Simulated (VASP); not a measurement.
# Si3H2C2 in VASP: a series of runs, part 2 of 2

VASP 6.6.1. Earlier steps stand in the parts before.

## Step 3: Single point, LDA

INCAR reads:

```
PREC = Accurate
ENCUT = 520
EDIFF = 1E-6
ISMEAR = 0
SIGMA = 0.05
LREAL = Auto
LASPH = T
NELM = 100
ALGO = Normal
ISIF = 2
LWAVE = F
LCHARG = T
LDIPOL = T
IDIPOL = 3
DIPOL = 0.5 0.5 0.340
LELF = T
LVHAR = T
LVACPOTAV = T
NBANDS = 64
```

KPOINTS reads:

```
regular mesh
0
Gamma
  4 4 1
```

POSCAR reads:

```
Si3H2C2
1.0
    6.1223116280      0.0000000000      0.0000000000
    0.0000000000      6.1223116280      0.0000000000
    0.0000000000      0.0000000000     18.0336064671
Si C H
12 8 8
Direct
    0.2500000000      0.2500000000      0.2691906584
    0.2500000000      0.7500000000      0.2691906584
    0.7500000000      0.2500000000      0.2691906584
    0.7500000000      0.7500000000      0.2691906584
    0.4962489137      0.4999799694      0.3953764138
    0.4962489137      0.0000200306      0.3953764138
    0.0037516795      0.4999800116      0.3953764275
    0.0037516795      0.0000199884      0.3953764275
    0.7500004782      0.7500000000      0.5124589560
    0.7500006412      0.2500000000      0.5124844160
    0.2499999913      0.7500000000      0.5342369198
    0.2499999036      0.2500000000      0.5342369198
    0.7500000000      0.5000000000      0.3292053881
    0.7500000000      0.0000000000      0.3292053881
    0.2500000000      0.5000000000      0.3292053881
    0.2500000000      0.0000000000      0.3292053881
    0.0074528533      0.7500000000      0.4547208331
    0.0074616789      0.2500000000      0.4547361195
    0.4925482201      0.7500000000      0.4547210730
    0.4925394512      0.2500000000      0.4547364943
    0.1018236707      0.2500000000      0.2043633518
    0.3981348503      0.2500000000      0.2043580857
    0.3981348503      0.7500000000      0.2043580857
    0.1018236707      0.7500000000      0.2043633518
    0.6018651497      0.2500000000      0.2043580857
    0.8981763293      0.2500000000      0.2043633518
    0.8981763293      0.7500000000      0.2043633518
    0.6018651497      0.7500000000      0.2043580857
```

Potentials or basis: VASP PAW LDA potentials, release 64 (Si, C, H).

Run with:

```sh
> cat potpaw_LDA.64/Si/POTCAR potpaw_LDA.64/C/POTCAR potpaw_LDA.64/H/POTCAR > POTCAR
> mpirun -np 1 vasp_std > vasp.out
```

OUTCAR:

```text
PREC = Accurate
   ENCUT = 520
   EDIFF = 1E-6
   ISMEAR = 0
   LREAL = Auto
   LASPH = T
   NELM = 100
   ISIF = 2

 ion  position               nearest neighbor table
   1  0.250  0.250  0.269-  22 1.48  21 1.48  15 1.87  16 1.87   2 3.06   3 3.06   2 3.06   3 3.06
                             7 3.13   8 3.13   5 3.13   6 3.13
   2  0.250  0.750  0.269-  23 1.48  24 1.48  15 1.87  16 1.87   1 3.06   4 3.06   1 3.06   4 3.06
                             7 3.13   8 3.13   5 3.13   6 3.13
   3  0.750  0.250  0.269-  25 1.48  26 1.48  13 1.87  14 1.87   1 3.06   4 3.06   4 3.06   1 3.06

   4  0.750  0.750  0.269-  28 1.48  27 1.48  13 1.87  14 1.87   2 3.06   3 3.06   3 3.06   2 3.06

   5  0.496  0.500  0.395-  20 1.87  19 1.87  15 1.92  13 1.96   7 3.02   9 3.04  10 3.04   6 3.06
                             6 3.06   7 3.11   1 3.13   2 3.13
   6  0.496  0.000  0.395-  20 1.87  19 1.87  16 1.92  14 1.96   8 3.02   9 3.04  10 3.04   5 3.06
                             5 3.06   8 3.11   1 3.13   2 3.13
   7  0.004  0.500  0.395-  18 1.87  17 1.87  15 1.92  13 1.96   5 3.02   9 3.04  10 3.04   8 3.06
                             8 3.06   5 3.11   1 3.13   2 3.13
   8  0.004  0.000  0.395-  18 1.87  17 1.87  16 1.92  14 1.96   6 3.02   9 3.04  10 3.04   7 3.06
                             7 3.06   6 3.11   1 3.13   2 3.13
   9  0.750  0.750  0.512-  19 1.89  17 1.89   7 3.04   8 3.04   5 3.04   6 3.04  10 3.06  10 3.06
                            11 3.09  11 3.09
  10  0.750  0.250  0.512-  20 1.89  18 1.89   7 3.04   8 3.04   5 3.04   6 3.04   9 3.06   9 3.06
                            12 3.09  12 3.09
  11  0.250  0.750  0.534-  17 2.06  19 2.06  12 3.06  12 3.06   9 3.09   9 3.09
  12  0.250  0.250  0.534-  18 2.06  20 2.06  11 3.06  11 3.06  10 3.09  10 3.09
  13  0.750  0.500  0.329-   3 1.87   4 1.87   5 1.96   7 1.96
  14  0.750  0.000  0.329-   3 1.87   4 1.87   6 1.96   8 1.96
  15  0.250  0.500  0.329-   1 1.87   2 1.87   7 1.92   5 1.92
  16  0.250  0.000  0.329-   1 1.87   2 1.87   8 1.92   6 1.92
  17  0.007  0.750  0.455-   7 1.87   8 1.87   9 1.89  11 2.06
  18  0.007  0.250  0.455-   7 1.87   8 1.87  10 1.89  12 2.06
  19  0.493  0.750  0.455-   5 1.87   6 1.87   9 1.89  11 2.06
  20  0.493  0.250  0.455-   5 1.87   6 1.87  10 1.89  12 2.06
  21  0.102  0.250  0.204-   1 1.48
  22  0.398  0.250  0.204-   1 1.48
  23  0.398  0.750  0.204-   2 1.48
  24  0.102  0.750  0.204-   2 1.48
[... 217 lines left out ...]

 dipolmoment           0.000000      0.000000     -0.000903 electrons x Angstroem

 number of electron      88.0000002 magnetization

 dipolmoment           0.000000      0.000000      0.457179 electrons x Angstroem

 Free energy of the ion-electron system (eV)
  ---------------------------------------------------
  ext. energy  EPLUGINS =         0.00000000
  ---------------------------------------------------
  free energy    TOTEN  =      -169.04774080 eV

  energy without entropy =     -169.03716462  energy(sigma->0) =     -169.04245271

 E-fermi :   0.5400     XC(G=0):  -5.2860

 val. band max:        0.5214674985   @ k =   0.0000   0.0000   0.0000
 cond. band min:       0.5626817573   @ k =   0.2500   0.2500   0.0000
 fundamental gap:      0.0412142588
 Fermi energy:         0.5400269692

 k-point     1 :       0.0000    0.0000    0.0000
  band No.  band energies     occupation
      1     -15.2329      2.00000
      2     -13.2497      2.00000
      3     -12.8644      2.00000
      4     -12.7377      2.00000
      5     -12.2557      2.00000
      6     -11.9613      2.00000
[... 520 lines left out ...]
     55       3.6057      0.00000
     56       3.6059      0.00000
 [bands above 56 left out]

------------------------ aborting loop because EDIFF is reached ----------------------------------------

  FORCE on cell =-STRESS in cart. coord.  units (eV):
  Direction    XX          YY          ZZ          XY          YZ          ZX
  --------------------------------------------------------------------------------------
  -------------------------------------------------------------------------------------
  Total       30.2392283    -19.5692809    -22.4064177      0.0000000      0.0000000      0.0000341
  in kB       71.6750219    -46.3844060    -53.1091753      0.0000000      0.0000000      0.0000809
  external PRESSURE =      -9.2728531 kB  Pullay stress =       0.0000000 kB

 VOLUME and BASIS-vectors are now :
 -----------------------------------------------------------------------------
  energy-cutoff  :      520.00
  volume of cell :      675.95
      direct lattice vectors                 reciprocal lattice vectors
     6.122311628  0.000000000  0.000000000     0.163336998  0.000000000  0.000000000
     0.000000000  6.122311628  0.000000000     0.000000000  0.163336998  0.000000000
     0.000000000  0.000000000 18.033606467     0.000000000  0.000000000  0.055452025

 POSITION                                       TOTAL-FORCE (eV/Angst)
 -----------------------------------------------------------------------------------
      1.53058      1.53058      4.85448         0.000911      0.000000      1.466729
      1.53058      4.59173      4.85448         0.000913      0.000000      1.467123
      4.59173      1.53058      4.85448        -0.000927      0.000000      1.400418
      4.59173      4.59173      4.85448        -0.000929      0.000000      1.400925
      3.03819      3.06103      7.13006        -0.008523      0.001970     -0.006819
      3.03819      0.00012      7.13006        -0.008523     -0.001970     -0.006819
[... 20 lines left out ...]
      5.49892      4.59173      3.68541        -0.014954      0.000000      0.009014
      3.68481      4.59173      3.68531         0.013395      0.000000      0.008428
 -----------------------------------------------------------------------------------
    total drift:                                0.000014     -0.000000     -0.070051

  FREE ENERGIE OF THE ION-ELECTRON SYSTEM (eV)
  ---------------------------------------------------
  free  energy   TOTEN  =      -169.0477408027 eV

  energy  without entropy=     -169.0371646208  energy(sigma->0) =     -169.04245271

 vacuum level on the upper side and lower side of the slab         6.065         3.858
```

Wall time 10 min (1 thread of AMD EPYC 9R45 (Zen 5), shared host); peak memory 0.61 GiB.

Results:

```
Free energy            : -169.0477 eV
Largest force          : 2.194 eV/Å
Band gap on the k mesh : zero (band 44 reaches 1.60 eV, above the bottom of band 45 at 0.02 eV)
```

Forces on the atoms (eV/Å):
```
Si   0.001  0.000  1.467
Si   0.001  0.000  1.467
Si  -0.001  0.000  1.400
Si  -0.001  0.000  1.401
Si  -0.009  0.002 -0.007
Si  -0.009 -0.002 -0.007
Si   0.008  0.002 -0.007
Si   0.008 -0.002 -0.007
Si   0.000  0.000  0.036
Si   0.000  0.000  0.036
Si   0.000  0.000 -2.194
Si   0.000  0.000 -2.192
C    0.000 -0.001 -0.126
C    0.000  0.001 -0.126
C    0.000 -0.001 -0.647
C    0.000  0.001 -0.647
C    0.007  0.000  0.019
C    0.005  0.000  0.016
C   -0.007  0.000  0.019
C   -0.005  0.000  0.016
H    0.009  0.000  0.012
H   -0.008  0.000  0.011
H   -0.008  0.000  0.011
H    0.009  0.000  0.012
H    0.013  0.000  0.008
H   -0.015  0.000  0.009
H   -0.015  0.000  0.009
H    0.013  0.000  0.008
```
